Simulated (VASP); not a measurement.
Runs of VASP 6.6.1 on CdSe. The structure is that of space group Fm-3m (No. 225), or close to it. The cells are those of the table. 

```csv
task,level,potentials or basis,spin,cell,k mesh,cutoff (eV),smearing,grid for exact exchange (PRECFOCK),share of exact exchange,gap on the mesh (eV),pressure (GPa),relaxed volume (Å³/atom)
relaxation of cell and atoms,PBE0,"VASP PAW PBE potentials, release 64 (Cd, Se)",off,"relaxed from a = 4.064 Å, angles 60.0°, 2 atoms",4 × 4 × 4,600,fermi-dirac 0.05 eV,Normal,0.25,(a),0.0,23.12
single point,PBE,"VASP PAW PBE potentials, release 64 (Cd, Se)","non-collinear, zero start, SOC","a = 4.064 Å, angles 60.0°, 2 atoms",6 × 6 × 6,520,fermi-dirac 0.05 eV,-,-,-,0.1,-
single point,r2SCAN+rVV10,"VASP PAW PBE potentials, release 64 (Cd, Se)",off,"a = 4.064 Å, angles 60.0°, 2 atoms",8 × 8 × 8,520,methfessel-paxton 0.1 eV,-,-,-,-2.7,-
relaxation of cell and atoms,PBEsol,"VASP PAW PBE potentials, release 64 (Cd, Se)",off,"relaxed from a = 4.064 Å, angles 60.0°, 2 atoms",8 × 8 × 8,600,fermi-dirac 0.05 eV,-,-,none,0.0,22.41
relaxation of cell and atoms,RPBE,"VASP PAW PBE potentials, release 64 (Cd, Se)",off,"relaxed from a = 4.064 Å, angles 60.0°, 2 atoms",8 × 8 × 8,600,fermi-dirac 0.05 eV,-,-,none,0.0,24.66
single point,LDA,"VASP PAW LDA potentials, release 64 (Cd, Se)",off,"a = 3.935 Å, angles 60.0°, 2 atoms",8 × 8 × 8,520,fermi-dirac 0.05 eV,-,-,none,(b),-
single point,PBE0,"VASP PAW PBE potentials, release 64 (Cd, Se)",off,"a = 4.144 Å, angles 60.0°, 2 atoms",4 × 4 × 4,520,fermi-dirac 0.05 eV,Normal,0.25,1.08,-4.8,-
```

Problem. Fill in the values left out.

Solution. (a) 1.11; (b) 0.7.

Caveats: some runs use coarse meshes; the PAW data sets were made with another functional, which shifts forces and pressure a little (at least some runs); semilocal functionals underestimate gaps, so a narrow gap can read as zero (at least some runs).

A k mesh can miss the band edges, and rows without SOC leave out spin-orbit coupling on Cd, Se.

A gap of «none» marks levels without a gap at the run's occupations.
